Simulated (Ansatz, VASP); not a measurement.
## TeW in VASP and in Ansatz

File INCAR:

```
PREC = Accurate ; ENCUT = 520
EDIFF = 1E-7 ; ISMEAR = 0
SIGMA = 0.1 ; LREAL = False
LASPH = True ; NELM = 150
ALGO = Normal ; ISIF = 2
LWAVE = False ; LCHARG = False
ISPIN = 2 ; MAGMOM = 1 1 0 0
LORBIT = 11 ; LMAXMIX = 4
GGA = PS ; NBANDS = 32
```

File KPOINTS:

```
Automatic mesh
0
Gamma
  6 6 4
```

File POSCAR:

```
TeW
1.0
    3.9040621473      0.0000000000      0.0000000000
   -1.9520310737      3.3810169975      0.0000000000
    0.0000000000      0.0000000000      6.0512963283
W Te
2 2
Direct
    0.0000000000      0.0000000000      0.0000000000
    0.0000000000      0.0000000000      0.5000000000
    0.3333333333      0.6666666667      0.2500000000
    0.6666666667      0.3333333333      0.7500000000
```

Input for Ansatz:

```yaml
crystal:
  lattice:
    - [3.9040621473, 0.0, 0.0]
    - [-1.9520310737, 3.3810169975, 0.0]
    - [0.0, 0.0, 6.0512963283]
  atoms:
    - { symbol: W, position: [0.0, 0.0, 0.0], spin: 1.0 }
    - { symbol: W, position: [0.0, 0.0, 0.5], spin: 1.0 }
    - { symbol: Te, position: [0.3333333333, 0.6666666667, 0.25] }
    - { symbol: Te, position: [0.6666666667, 0.3333333333, 0.75] }
basis:
  ecutwfc: 420
kpoints:
  mp_grid: { grid: [6, 6, 4] }
hamiltonian:
  xc: pbesol
scf:
  occupations: { method: gaussian, width: 0.1 }
  lower_state_search: "off"
output:
  forces: true
  stress: true
  eigenvalues: true
  populations: true
magnetization:
  spin_polarized: true
```

Alike in both runs: task single point; functional PBEsol; k mesh 6 × 6 × 4; occupations gaussian, width 0.1 eV; collinear spin.

```csv
,VASP,Ansatz
version,VASP 6.6.1,Ansatz 0.2.0
potentials or method,"VASP PAW PBE potentials, release 64 (W_sv, Te), cutoff 520 eV","scalar-relativistic, plane waves, PAW"
valence electrons in the cell,40,60
```

|  | VASP | Ansatz | Ansatz less VASP |
| --- | --- | --- | --- |
| gap on the k mesh at the Fermi level (eV) | none | none | - |
| pressure (GPa) | 5.9 | 5.6 | -0.22 |
| traceless stress, the component that is largest in VASP (GPa) | -5.66 | -5.62 | +0.034 |
| net moment per atom (μB) | 0.00 | 0.00 | 0.000 |

VASP's potentials were made for PBE, not for PBEsol. A gap of «none» marks a metal or a gap that the smearing closes. With one functional, cell and mesh, what is left measures potentials, basis and numerics. VASP's potentials hold 40 valence electrons a cell and Ansatz's 60, so a difference there can come from the potentials and not from the codes. Ansatz's warnings: seeded moment not kept.

Neither program's run includes spin-orbit coupling.
